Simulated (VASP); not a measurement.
# Co (P6_3/mmc) in VASP: further runs

Co is run at these levels: PBE; tasks: single point.

All numbers are computed with VASP 6.6.1; they aren't measurements. Logs are shortened: lines on timing, memory, paths and dates and some standing lists are left out, and cuts for length are marked.

### Step 1. The cell of the first run

It takes space group P6_3/mmc (No. 194, hexagonal). The conventional cell has a = 2.391 Å, b = 2.391 Å, c = 3.852 Å, α = 90.00°, β = 90.00°, γ = 120.00°. Co (site symmetry -6m2) has 12 Co at 2.37 to 2.39 Å within 3.1 Å.

### Step 2. Single point, PBE (volume scaled by 0.92)

INCAR reads:

```
SYSTEM = Co
ALGO     = Normal         ! electronic algorithm
EDIFF    = 1E-6           ! SCF threshold, eV
ENCUT    = 520            ! plane-wave cutoff, eV
GGA      = PE             ! functional
ISIF     = 2              ! what is computed and relaxed
ISMEAR   = -1             ! smearing method
LASPH    = .True.         ! aspherical terms in the spheres
LCHARG   = .False.        ! write CHGCAR
LREAL    = .False.        ! projectors in reciprocal space
LWAVE    = .False.        ! write WAVECAR
NBANDS   = 16             ! bands
NELM     = 60             ! most SCF steps
PREC     = Accurate       ! precision mode
SIGMA    = 0.1            ! smearing width, eV
```

KPOINTS reads:

```
k-points
0
Gamma
  24 24 13
  0 0 0
```

POSCAR reads:

```
Co
1.0
    2.3910064264      0.0000000000      0.0000000000
   -1.1955032132      2.0706723059      0.0000000000
    0.0000000000      0.0000000000      3.8521233274
Co
2
Direct
    0.3333333333      0.6666666667      0.2500000000
    0.6666666667      0.3333333333      0.7500000000
```

Potentials or basis: VASP PAW PBE potentials, release 64 (Co).

The run is started by

```
> cat potpaw_PBE.64/Co/POTCAR > POTCAR
> mpirun -np 1 vasp_std > vasp.out
```

OUTCAR:

```text
SYSTEM = Co
   EDIFF = 1E-6
   ENCUT = 520
   GGA = PE
   ISIF = 2
   ISMEAR = -1
   LASPH = .True.
   LREAL = .False.
   NELM = 60
   PREC = Accurate

 ion  position               nearest neighbor table
   1  0.333  0.667  0.250-   2 2.37   2 2.37   2 2.37   2 2.37   2 2.37   2 2.37
   2  0.667  0.333  0.750-   1 2.37   1 2.37   1 2.37   1 2.37   1 2.37   1 2.37

  LATTYP: Found a hexagonal cell.
 ALAT       =     2.3910064264
 C/A-ratio  =     1.6110886549

  Lattice vectors:

 A1 = (   2.3910064264,   0.0000000000,   0.0000000000)
 A2 = (  -1.1955032132,   2.0706723059,   0.0000000000)
 A3 = (   0.0000000000,   0.0000000000,   3.8521233274)

Analysis of symmetry for initial positions (statically):
=====================================================================
 Subroutine PRICEL returns:
 Original cell was already a primitive cell.

 Routine SETGRP: Setting up the symmetry group for a
 hexagonal supercell.

 Subroutine GETGRP returns: Found 24 space group operations
 (whereof 12 operations were pure point group operations)
 out of a pool of 24 trial point group operations.

The static configuration has the point symmetry D_3d.
 The point group associated with its full space group is D_6h.

Analysis of symmetry for dynamics (positions and initial velocities):
=====================================================================
 Subroutine PRICEL returns:
 Original cell was already a primitive cell.

 Routine SETGRP: Setting up the symmetry group for a
 hexagonal supercell.

 Subroutine GETGRP returns: Found 24 space group operations
 (whereof 12 operations were pure point group operations)
 out of a pool of 24 trial point group operations.

The dynamic configuration has the point symmetry D_3d.
 The point group associated with its full space group is D_6h.

 Subroutine INISYM returns: Found 24 space group operations
 (whereof 12 operations are pure point group operations),
 and found     1 'primitive' translations

----------------------------------------------------------------------------------------

                                     Primitive cell

  volume of cell :      19.0718

  direct lattice vectors                    reciprocal lattice vectors
     2.391006426  0.000000000  0.000000000     0.418233924  0.241467469  0.000000000
    -1.195503213  2.070672306  0.000000000     0.000000000  0.482934937  0.000000000
     0.000000000  0.000000000  3.852123327     0.000000000  0.000000000  0.259597088

  length of vectors
     2.391006426  2.391006426  3.852123327     0.482934937  0.482934937  0.259597088

  position of ions in fractional coordinates (direct lattice)
     0.333333333  0.666666667  0.250000000
     0.666666667  0.333333333  0.750000000

  ion indices of the primitive-cell ions
   primitive index   ion index
                 1           1
                 2           2

----------------------------------------------------------------------------------------

 KPOINTS: k-points

Automatic generation of k-mesh.
 Grid dimensions read from file:
 generate k-points for:   24   24   13

 Generating k-lattice:

  Cartesian coordinates                     Fractional coordinates (reciprocal lattice)
     0.017426413  0.010061145  0.000000000     0.041666667  0.000000000  0.000000000
     0.000000000  0.020122289  0.000000000     0.000000000  0.041666667  0.000000000
     0.000000000  0.000000000  0.019969007     0.000000000  0.000000000  0.076923077

  Length of vectors
     0.020122289  0.020122289  0.019969007

  Shift w.r.t. Gamma in fractional coordinates (k-lattice)
     0.000000000  0.000000000  0.000000000

 Subroutine IBZKPT returns following result:
 ===========================================

 Found    427 irreducible k-points:

 Following reciprocal coordinates:
            Coordinates               Weight
  0.000000  0.000000  0.000000      1.000000
  0.041667  0.000000  0.000000      6.000000
  0.083333  0.000000  0.000000      6.000000
  0.125000  0.000000  0.000000      6.000000
  0.166667  0.000000  0.000000      6.000000
  0.208333  0.000000  0.000000      6.000000
[... 16 lines left out ...]
  0.416667  0.041667  0.000000     12.000000
  0.458333  0.041667  0.000000     12.000000
 [... further k-points ...]
   k-points           NKPTS =    427   k-points in BZ     NKDIM =    427   number of bands    NBANDS=     16
   number of dos      NEDOS =    301   number of ions     NIONS =      2
   total plane-waves  NPLWV =   9720
   dimension x,y,z NGX =    18 NGY =   18 NGZ =   30
   dimension x,y,z NGXF=    36 NGYF=   36 NGZF=   60
   ions per type =               2
   NGX,Y,Z   is equivalent  to a cutoff of  12.52, 12.52, 12.95 a.u.
   NGXF,Y,Z  is equivalent  to a cutoff of  25.03, 25.03, 25.89 a.u.
 SYSTEM =  Co
   PREC   = accura    normal or accurate (medium, high low for compatibility)
   ISTART =      0    job   : 0-new  1-cont  2-samecut
   ICHARG =      2    charge: 1-file 2-atom 10-const
   ISPIN  =      1    spin polarized calculation?
   LNONCOLLINEAR =      F non collinear calculations
   LSORBIT =      F    spin-orbit coupling
   LASPH  =      T    aspherical Exc in radial PAW
   ENCUT  =  520.0 eV  38.22 Ry    6.18 a.u.   4.45  4.45  7.16*2*pi/ulx,y,z
   NELM   =     60;   NELMIN=  2; NELMDL= -5     # of ELM steps
   EDIFF  = 0.1E-05   stopping-criterion for ELM
   LREAL  =      F    real-space projection
   EDIFFG = 0.1E-04   stopping-criterion for IOM
   NSW    =      0    number of steps for IOM
   IBRION =     -1    ionic relax: 0-MD 1-quasi-New 2-CG
   NFREE  =      0    steps in history (QN), initial steepest desc. (CG)
   ISIF   =      2    stress and relaxation
   ISYM   =      2    0-nonsym 1-usesym 2-fastsym
   POTIM  = 0.5000    time-step for ionic-motion
   TEBEG  =    0.0;   TEEND  =   0.0 temperature during run
   PSTRESS=    0.0 pullay stress
   NELECT =      18.0000    total number of electrons
   NUPDOWN=      -1.0000    fix difference up-down
   EMIN   =  10.00;   EMAX   =-10.00  energy-range for DOS
   EFERMI =   0.00;   METHOD = LEGACY
   ISMEAR =    -1;   SIGMA  =   0.10  broadening in eV -4-tet -1-fermi 0-gaus
   EFERMI_NEDOS =   21; number of points for ismear=-14 and -15
   IALGO  =     38    algorithm
   IMIX   =      4    mixing-type and parameters
     AMIX     =   0.40;   BMIX     =  1.00
     AMIX_MAG =   1.60;   BMIX_MAG =  1.00
  volume/ion in A,a.u.               =       9.54        64.35
  Fermi-wavevector in a.u.,A,eV,Ry     =   1.605837  3.034593 35.085530  2.578714
  Thomas-Fermi vector in A             =   2.702120
   LORBIT       =      0    0 simple, 1 ext, 2 COOP (PROOUT), +10 PAW based schemes
   GGA     = PE    functional components
   LHFCALC =     F    Hartree Fock is set to
   AEXX    =    0.0000 exact exchange contribution
   IVDW    =     0    specifies the selected vdW correction
   LEPSILON=     F    determine dielectric tensor
   LRPA    =     F    only Hartree local field effects (RPA)
 non-spin polarized calculation
  energy-cutoff  :      520.00
  volume of cell :       19.07
 maximum number of plane-waves:       537
 NGX is ok and might be reduce to    18
   NGX =  9   NGY =  9   NGZ = 15

 number of electron      18.0000022 magnetization

 Free energy of the ion-electron system (eV)
  ---------------------------------------------------
  ext. energy  EPLUGINS =         0.00000000
  ---------------------------------------------------
  free energy    TOTEN  =       -13.62080683 eV

  energy without entropy =      -13.45949987  energy(sigma->0) =      -13.54015335

 E-fermi :  12.2283     XC(G=0): -14.2000

 val. band max:       12.2273159512   @ k =   0.3750   0.1250   0.0000
 cond. band min:      12.2294929540   @ k =   0.2083   0.2083   0.1538
 fundamental gap:      0.0021770028
 Fermi energy:        12.2283401168

 k-point     1 :       0.0000    0.0000    0.0000
  band No.  band energies     occupation
      1       2.5234      2.00000
      2       6.8238      2.00000
      3      10.0807      2.00000
      4      10.1000      2.00000
      5      10.1000      2.00000
      6      10.5169      2.00000
[... 8 lines left out ...]
     15      38.7058      0.00000
     16      39.0627      0.00000

 k-point     2 :       0.0417    0.0000    0.0000
  band No.  band energies     occupation
      1       2.5910      2.00000
      2       6.8683      2.00000
      3       9.9510      2.00000
      4      10.1359      2.00000
      5      10.2170      2.00000
      6      10.4972      2.00000
[... 8 lines left out ...]
     15      37.5565      0.00000
     16      38.2841      0.00000

 k-point     3 :       0.0833    0.0000    0.0000
  band No.  band energies     occupation
      1       2.7920      2.00000
      2       6.9968      2.00000
      3       9.7895      2.00000
      4      10.2419      2.00000
      5      10.3344      2.00000
      6      10.4525      2.00000
[... 8 lines left out ...]
     15      36.3856      0.00000
     16      36.9043      0.00000

 k-point     4 :       0.1250    0.0000    0.0000
  band No.  band energies     occupation
      1       3.1207      2.00000
      2       7.1935      2.00000
      3       9.6061      2.00000
      4      10.1560      2.00000
      5      10.3204      2.00000
      6      10.4138      2.00000
[... 8 lines left out ...]
     15      35.5567      0.00000
     16      35.7617      0.00000
[... 324 lines left out ...]
 k-point    22 :       0.3750    0.0417    0.0000
  band No.  band energies     occupation
      1       6.8119      2.00000
      2       7.5733      2.00000
      3       7.8303      2.00000
      4       9.3616      2.00000
      5       9.9384      2.00000
      6      10.2287      2.00000
[... 8 lines left out ...]
     15      28.5479      0.00000
     16      28.6631      0.00000

 k-point    23 :       0.4167    0.0417    0.0000
  band No.  band energies     occupation
      1       7.1067      2.00000
      2       7.4668      2.00000
      3       7.7061      2.00000
      4       9.5502      2.00000
      5       9.8912      2.00000
      6      10.1629      2.00000
[... 8 lines left out ...]
     15      27.4524      0.00000
     16      28.0716      0.00000

 k-point    24 :       0.4583    0.0417    0.0000
  band No.  band energies     occupation
      1       7.2722      2.00000
      2       7.3760      2.00000
      3       7.6439      2.00000
      4       9.6810      2.00000
      5       9.8679      2.00000
      6      10.1283      2.00000
[... 8 lines left out ...]
     15      26.5991      0.00000
     16      27.7383      0.00000

 [... further k-points ...]
[... 5 lines left out ...]
  --------------------------------------------------------------------------------------
  -------------------------------------------------------------------------------------
  Total        2.8804137      2.8804137      2.9376578      0.0000000      0.0000000      0.0000000
  in kB      241.9764745    241.9764745    246.7854155      0.0000000      0.0000000      0.0000000
  external PRESSURE =     243.5794548 kB  Pullay stress =       0.0000000 kB

 VOLUME and BASIS-vectors are now :
 -----------------------------------------------------------------------------
  energy-cutoff  :      520.00
  volume of cell :       19.07
      direct lattice vectors                 reciprocal lattice vectors
     2.391006426  0.000000000  0.000000000     0.418233924  0.241467469  0.000000000
    -1.195503213  2.070672306  0.000000000     0.000000000  0.482934937  0.000000000
     0.000000000  0.000000000  3.852123327     0.000000000  0.000000000  0.259597088

 POSITION                                       TOTAL-FORCE (eV/Angst)
 -----------------------------------------------------------------------------------
     -0.00000      1.38045      0.96303        -0.000000     -0.000000      0.000000
      1.19550      0.69022      2.88909         0.000000      0.000000      0.000000
 -----------------------------------------------------------------------------------
    total drift:                               -0.000000      0.000000     -0.000000

  FREE ENERGIE OF THE ION-ELECTRON SYSTEM (eV)
  ---------------------------------------------------
  free  energy   TOTEN  =       -13.6208068254 eV

  energy  without entropy=      -13.4594998694  energy(sigma->0) =      -13.54015335
```

It took 40 s on 1 thread of Intel Xeon 6975P-C (Granite Rapids), shared host; peak memory 0.21 GiB.

What came out:

```
Free energy            : -13.6208 eV
Pressure               : 24.4 GPa
Band gap on the k mesh : zero (band 9 reaches 12.65 eV, above the bottom of band 10 at 10.91 eV)
```

Stress tensor (GPa, compression positive):
```
24.20  0.00  0.00
 0.00 24.20  0.00
 0.00  0.00 24.68
```

Levels at points of the mesh, in eV from the Fermi level:
```csv
k point,band 7,band 8,band 9,band 10,band 11,band 12
"(0.00, 0.00, 0.00)",-1.71,-1.29,-1.29,-0.13,0.12,0.12
"(0.50, 0.00, 0.00)",-1.66,0.29,0.42,0.48,2.16,4.39
```

Caveat: the run has no spin polarisation, though such a crystal can be magnetic. Spin polarisation is off, so any magnetic state and its effect on volume and gap are missing.

### Step 3. Single point, PBE (volume scaled by 0.96)

INCAR reads:

```
SYSTEM = Co
ALGO = Normal
EDIFF = 1E-6
ENCUT = 520
GGA = PE
ISIF = 2
ISMEAR = -1
LASPH = .TRUE.
LCHARG = .FALSE.
LREAL = .FALSE.
LWAVE = .FALSE.
NBANDS = 16
NELM = 60
PREC = Accurate
SIGMA = 0.1
```

KPOINTS reads:

```
k-points
0
G
  24 24 13
  0 0 0
```

POSCAR reads:

```
Co
1.0
    2.4251682766      0.0000000000      0.0000000000
   -1.2125841383      2.1002573360      0.0000000000
    0.0000000000      0.0000000000      3.9071610966
Co
2
Direct
    0.3333333333      0.6666666667      0.2500000000
    0.6666666667      0.3333333333      0.7500000000
```

Potentials or basis: VASP PAW PBE potentials, release 64 (Co).

The run is started by

```
> cat potpaw_PBE.64/Co/POTCAR > POTCAR
> mpirun -np 1 vasp_std > vasp.out
```

Run time: 40 s. Hardware: 1 thread of Intel Xeon 6975P-C (Granite Rapids), shared host; peak memory 0.22 GiB.

The run converged. Its results:

```
Free energy            : -13.7075 eV
Pressure               : 10.5 GPa
Band gap on the k mesh : zero (band 9 reaches 11.91 eV, above the bottom of band 10 at 10.28 eV)
```

Stress tensor (GPa, compression positive):
```
10.42  0.00  0.00
 0.00 10.42  0.00
 0.00  0.00 10.58
```

Levels at points of the mesh, in eV from the Fermi level:
```
           k point  band 5  band 6  band 7  band 8  band 9  band 10  band 11  band 12  band 13  band 14
(0.00, 0.00, 0.00)   -1.99   -1.60   -1.60   -1.21   -1.21    -0.08     0.11     0.11     7.66    22.56
(0.50, 0.00, 0.00)   -2.20   -1.97   -1.55    0.27    0.40     0.45     2.07     4.19    10.63    11.39
```

Caveat: the run has no spin polarisation, though such a crystal can be magnetic. Spin polarisation is off, so any magnetic state and its effect on volume and gap are missing.

(Continued in part 2 of 2.)
